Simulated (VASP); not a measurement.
# HfN (P6_3/mmc) in VASP: a series of runs

The runs below take HfN through single point, with PBE.

Everything below comes from runs of VASP 6.6.1. Logs are shortened: lines on timing, memory, paths and dates and some standing lists are left out, and cuts for length are marked.

### Step 1. The cell of the first run

Symmetry: P6_3/mmc, No. 194, hexagonal system. The conventional cell has a = 3.137 Å, b = 3.137 Å, c = 5.669 Å, α = 90.00°, β = 90.00°, γ = 120.00°. Within 3.0 Å of Hf (site symmetry -6m2) lie 6 N at 2.30 Å. N (site symmetry -3m) has 6 Hf at 2.30 Å and 2 N at 2.83 Å within 3.0 Å.

### Step 2. Single point, PBE (uniaxial strain along c: +4.0 %, then relaxed in part)

INCAR

```
SYSTEM = HfN
PREC     = Accurate       ! precision mode
ENCUT    = 520            ! plane-wave cutoff, eV
EDIFF    = 1E-6           ! SCF threshold, eV
ISMEAR   = 0              ! smearing method
SIGMA    = 0.1            ! smearing width, eV
LREAL    = .False.        ! projectors in reciprocal space
LASPH    = .True.         ! aspherical terms in the spheres
NELM     = 60             ! most SCF steps
ALGO     = Normal         ! electronic algorithm
ISIF     = 2              ! what is computed and relaxed
LWAVE    = .False.        ! write WAVECAR
LCHARG   = .False.        ! write CHGCAR
GGA      = PE             ! functional
NBANDS   = 23             ! bands
```

KPOINTS

```
regular mesh
0
Gamma
  18 18 10
  0 0 0
```

POSCAR

```
HfN
1.0
    3.1370979717      0.0000000000      0.0000000000
   -1.5685489859      2.7168065377      0.0000000000
    0.0000000000      0.0000000000      5.6688556327
Hf N
2 2
Direct
    0.6666666667      0.3333333333      0.7500000000
    0.3333333333      0.6666666667      0.2500000000
    0.0000000000      0.0000000000      0.0000000000
    0.0000000000      0.0000000000      0.5000000000
```

Potentials or basis: VASP PAW PBE potentials, release 64 (Hf_pv, N).

Command:

```sh
cat potpaw_PBE.64/Hf_pv/POTCAR potpaw_PBE.64/N/POTCAR > POTCAR
mpirun -np 1 vasp_std > vasp.out
```

OUTCAR:

```text
SYSTEM = HfN
   PREC = Accurate
   ENCUT = 520
   EDIFF = 1E-6
   ISMEAR = 0
   LREAL = .False.
   LASPH = .True.
   NELM = 60
   ISIF = 2
   GGA = PE

 ion  position               nearest neighbor table
   1  0.667  0.333  0.750-   3 2.30   4 2.30   3 2.30   4 2.30   3 2.30   4 2.30   2 3.36   2 3.36
                             2 3.36   2 3.36   2 3.36   2 3.36
   2  0.333  0.667  0.250-   3 2.30   4 2.30   3 2.30   4 2.30   3 2.30   4 2.30   1 3.36   1 3.36
                             1 3.36   1 3.36   1 3.36   1 3.36
   3  0.000  0.000  0.000-   1 2.30   2 2.30   1 2.30   2 2.30   1 2.30   2 2.30
   4  0.000  0.000  0.500-   1 2.30   2 2.30   1 2.30   2 2.30   1 2.30   2 2.30

  LATTYP: Found a hexagonal cell.
 ALAT       =     3.1370979717
 C/A-ratio  =     1.8070381237

  Lattice vectors:

 A1 = (   3.1370979717,   0.0000000000,   0.0000000000)
 A2 = (  -1.5685489859,   2.7168065377,   0.0000000000)
 A3 = (   0.0000000000,   0.0000000000,   5.6688556327)

Analysis of symmetry for initial positions (statically):
=====================================================================
 Subroutine PRICEL returns:
 Original cell was already a primitive cell.

 Routine SETGRP: Setting up the symmetry group for a
 hexagonal supercell.

 Subroutine GETGRP returns: Found 24 space group operations
 (whereof 12 operations were pure point group operations)
 out of a pool of 24 trial point group operations.

The static configuration has the point symmetry D_3d.
 The point group associated with its full space group is D_6h.

Analysis of symmetry for dynamics (positions and initial velocities):
=====================================================================
 Subroutine PRICEL returns:
 Original cell was already a primitive cell.

 Routine SETGRP: Setting up the symmetry group for a
 hexagonal supercell.

 Subroutine GETGRP returns: Found 24 space group operations
 (whereof 12 operations were pure point group operations)
 out of a pool of 24 trial point group operations.

The dynamic configuration has the point symmetry D_3d.
 The point group associated with its full space group is D_6h.

 Subroutine INISYM returns: Found 24 space group operations
 (whereof 12 operations are pure point group operations),
 and found     1 'primitive' translations

[... 91 lines left out ...]
   ICHARG =      2    charge: 1-file 2-atom 10-const
   ISPIN  =      1    spin polarized calculation?
   LNONCOLLINEAR =      F non collinear calculations
   LSORBIT =      F    spin-orbit coupling
   LASPH  =      T    aspherical Exc in radial PAW
   ENCUT  =  520.0 eV  38.22 Ry    6.18 a.u.   5.83  5.83 10.54*2*pi/ulx,y,z
   NELM   =     60;   NELMIN=  2; NELMDL= -5     # of ELM steps
   EDIFF  = 0.1E-05   stopping-criterion for ELM
   LREAL  =      F    real-space projection
   EDIFFG = 0.1E-04   stopping-criterion for IOM
   NSW    =      0    number of steps for IOM
   IBRION =     -1    ionic relax: 0-MD 1-quasi-New 2-CG
   NFREE  =      0    steps in history (QN), initial steepest desc. (CG)
   ISIF   =      2    stress and relaxation
   ISYM   =      2    0-nonsym 1-usesym 2-fastsym
   POTIM  = 0.5000    time-step for ionic-motion
   TEBEG  =    0.0;   TEEND  =   0.0 temperature during run
   PSTRESS=    0.0 pullay stress
   NELECT =      30.0000    total number of electrons
   NUPDOWN=      -1.0000    fix difference up-down
   EMIN   =  10.00;   EMAX   =-10.00  energy-range for DOS
   EFERMI =   0.00;   METHOD = LEGACY
   ISMEAR =     0;   SIGMA  =   0.10  broadening in eV -4-tet -1-fermi 0-gaus
   EFERMI_NEDOS =   21; number of points for ismear=-14 and -15
   IALGO  =     38    algorithm
   IMIX   =      4    mixing-type and parameters
     AMIX     =   0.40;   BMIX     =  1.00
     AMIX_MAG =   1.60;   BMIX_MAG =  1.00
  volume/ion in A,a.u.               =      12.08        81.51
  Fermi-wavevector in a.u.,A,eV,Ry     =   1.396651  2.639287 26.539982  1.950634
  Thomas-Fermi vector in A             =   2.519984
   LORBIT       =      0    0 simple, 1 ext, 2 COOP (PROOUT), +10 PAW based schemes
   GGA     = PE    functional components
   LHFCALC =     F    Hartree Fock is set to
   AEXX    =    0.0000 exact exchange contribution
   IVDW    =     0    specifies the selected vdW correction
   LEPSILON=     F    determine dielectric tensor
   LRPA    =     F    only Hartree local field effects (RPA)
 non-spin polarized calculation
 Gauss-broadening in eV      SIGMA  =   0.10
  energy-cutoff  :      520.00
  volume of cell :       48.32
 maximum number of plane-waves:      1324
 NGX is ok and might be reduce to    24
   NGX = 11   NGY = 11   NGZ = 21

 number of electron      30.0000000 magnetization

 Free energy of the ion-electron system (eV)
  ---------------------------------------------------
  ext. energy  EPLUGINS =         0.00000000
  ---------------------------------------------------
  free energy    TOTEN  =       -43.28448493 eV

  energy without entropy =      -43.27959318  energy(sigma->0) =      -43.28203906

 E-fermi :   7.4104     XC(G=0): -12.4964

 val. band max:        7.3885157928   @ k =   0.2778   0.2222   0.5000
 cond. band min:       7.4208353618   @ k =   0.1667   0.0000   0.1000
 fundamental gap:      0.0323195690
 Fermi energy:         7.4104221918

 k-point     1 :       0.0000    0.0000    0.0000
  band No.  band energies     occupation
      1     -24.2132      2.00000
      2     -23.5675      2.00000
      3     -23.3963      2.00000
      4     -23.3963      2.00000
      5     -23.3576      2.00000
      6     -23.3576      2.00000
[... 613 lines left out ...]
     22      13.6905      0.00000
     23      14.4914      0.00000

 [... further k-points ...]
[... 5 lines left out ...]
  --------------------------------------------------------------------------------------
  -------------------------------------------------------------------------------------
  Total       -0.6422386     -0.6422386     -6.0788859      0.0000000      0.0000000      0.0000000
  in kB      -21.2973127    -21.2973127   -201.5822936      0.0000000      0.0000000      0.0000000
  external PRESSURE =     -81.3923063 kB  Pullay stress =       0.0000000 kB

 VOLUME and BASIS-vectors are now :
 -----------------------------------------------------------------------------
  energy-cutoff  :      520.00
  volume of cell :       48.32
      direct lattice vectors                 reciprocal lattice vectors
     3.137097972  0.000000000  0.000000000     0.318765945  0.184039604  0.000000000
    -1.568548986  2.716806538  0.000000000     0.000000000  0.368079208  0.000000000
     0.000000000  0.000000000  5.668855633     0.000000000  0.000000000  0.176402446

 POSITION                                       TOTAL-FORCE (eV/Angst)
 -----------------------------------------------------------------------------------
      1.56855      0.90560      4.25164        -0.000000      0.000000      0.000000
     -0.00000      1.81120      1.41721         0.000000     -0.000000      0.000000
      0.00000      0.00000      0.00000        -0.000000     -0.000000      0.000000
      0.00000      0.00000      2.83443        -0.000000     -0.000000      0.000000
 -----------------------------------------------------------------------------------
    total drift:                                0.000000     -0.000000      0.000000

  FREE ENERGIE OF THE ION-ELECTRON SYSTEM (eV)
  ---------------------------------------------------
  free  energy   TOTEN  =       -43.2844849323 eV

  energy  without entropy=      -43.2795931806  energy(sigma->0) =      -43.28203906
```

OSZICAR:

```text
N       E                     dE             d eps       ncg     rms          rms(c)
DAV:   1     0.110933888968E+03    0.11093E+03   -0.16568E+04 10228   0.130E+03
DAV:   2    -0.430483167627E+02   -0.15398E+03   -0.14618E+03 13386   0.311E+02
DAV:   3    -0.493284733965E+02   -0.62802E+01   -0.62214E+01 13415   0.496E+01
DAV:   4    -0.493862867293E+02   -0.57813E-01   -0.57755E-01 11711   0.522E+00
DAV:   5    -0.493870660895E+02   -0.77936E-03   -0.77916E-03 13888   0.489E-01    0.672E+01
DAV:   6    -0.434794395809E+02    0.59076E+01   -0.28060E+01 12590   0.266E+01    0.526E+01
DAV:   7    -0.433257488023E+02    0.15369E+00   -0.21032E+00 12044   0.861E+00    0.253E+01
DAV:   8    -0.432968557264E+02    0.28893E-01   -0.16541E-01 12946   0.283E+00    0.505E+00
DAV:   9    -0.432860657644E+02    0.10790E-01   -0.71563E-02 12156   0.142E+00    0.337E+00
DAV:  10    -0.432847595836E+02    0.13062E-02   -0.12912E-02 12342   0.678E-01    0.914E-01
DAV:  11    -0.432844836407E+02    0.27594E-03   -0.13115E-03 12720   0.231E-01    0.391E-02
DAV:  12    -0.432844854107E+02   -0.17701E-05   -0.83185E-05 13032   0.598E-02    0.150E-01
DAV:  13    -0.432844849323E+02    0.47846E-06   -0.74936E-06 12573   0.173E-02
   1 F= -.43284485E+02 E0= -.43282039E+02  d E =-.489175E-02
```

stdout:

```text
POSCAR found type information on POSCAR HfN
 POSCAR found :  2 types and       4 ions
 scaLAPACK will be used
 LDA part: xc-table for (Slater+PW92), standard interpolation
 POSCAR, INCAR and KPOINTS ok, starting setup
 FFT: planning ... GRIDC
 FFT: planning ... GRID_SOFT
 FFT: planning ... GRID
 WAVECAR not read
 entering main loop
```

Run time: 6.3 min. Hardware: 1 thread of AMD EPYC 7R13, shared host; peak memory 0.3 GiB.

Results:

```yaml
Free_energy: -43.2845 eV
Pressure: -8.1 GPa
Band_gap_on_the_k_mesh: zero (band 15 reaches 8.99 eV, above the bottom of band 16 at 7.01 eV)
```

Caveat: the cell differs from its parent crystal (uniaxial strain along c: +4.0 %, then relaxed in part); spin-orbit coupling is left out, which moves the levels of the heavy elements.

(Part 1 of 2 ends here.)
